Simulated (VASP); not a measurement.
A run of VASP 6.6.1:

File INCAR:

```
ALGO     = Normal         # electronic algorithm
EDIFF    = 1E-7           # SCF threshold, eV
ENCUT    = 520            # plane-wave cutoff, eV
GGA      = PE             # functional
ISIF     = 2              # what is computed and relaxed
ISMEAR   = 0              # smearing method
LASPH    = T              # aspherical terms in the spheres
LCHARG   = F              # write CHGCAR
LREAL    = F              # projectors in reciprocal space
LWAVE    = F              # write WAVECAR
NBANDS   = 11             # bands
NELM     = 60             # most SCF steps
PREC     = Accurate       # precision mode
SIGMA    = 0.01           # smearing width, eV
```

KPOINTS

```
k-points
0
Gamma
  6 6 6
```

Contents of POSCAR:

```
C
1.0
    0.0000000000      1.7089191768      1.7089191768
    1.7089191768      0.0000000000      1.7089191768
    1.7089191768      1.7089191768      0.0000000000
C
2
Direct
    0.0000000000      0.0000000000      0.0000000000
    0.2500000000      0.2500000000      0.2500000000
```

Potentials or basis: VASP PAW PBE potentials, release 64 (C).

Run with:

```bash
$ cat potpaw_PBE.64/C/POTCAR > POTCAR
$ mpirun -np 1 vasp_std > vasp.out
```

Hardware: 1 thread of AMD EPYC 7R13 (shared host).

Question: Estimate the wall time of this run.

Answer: It took 5.6 s on 1 thread of AMD EPYC 7R13, on a shared host, peak memory 0.08 GiB. Counts: scf iterations 12, k points 16.
